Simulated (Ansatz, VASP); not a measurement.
Two plane-wave programs on Pb2O

```xyz
6
Lattice="5.4485 0.0000 0.0000 0.0000 5.4485 0.0000 0.0000 0.0000 5.4485" Properties=species:S:1:pos:R:3 pbc="T T T"
Pb    1.3621    1.3621    1.3621
Pb    4.0864    4.0864    1.3621
Pb    1.3621    4.0864    4.0864
Pb    4.0864    1.3621    4.0864
O     0.0000    0.0000    0.0000
O     2.7243    2.7243    2.7243
```

Alike in both runs: functional r2SCAN; k mesh 6 × 6 × 6; occupations fermi-dirac, width 0.1 eV; no spin polarisation.

Ansatz relaxed the structure, and its values are those at the end. VASP's run is a single point on that final structure, the one shown.

|  | VASP | Ansatz |
| --- | --- | --- |
| version | VASP 6.6.1 | Ansatz 0.2.0 |
| potentials or method | VASP PAW PBE potentials, release 64 (Pb_d, O), cutoff 520 eV | PAW plane waves |
| valence electrons in the cell | 68 | 68 |

|  | VASP | Ansatz | Ansatz less VASP |
| --- | --- | --- | --- |
| pressure (GPa) | -0.9 | -1.0 | -0.14 |

VASP's potentials were made for PBE, not for r2SCAN. Ansatz's warnings: stress scf threshold loose.

Spin-orbit coupling is off throughout.
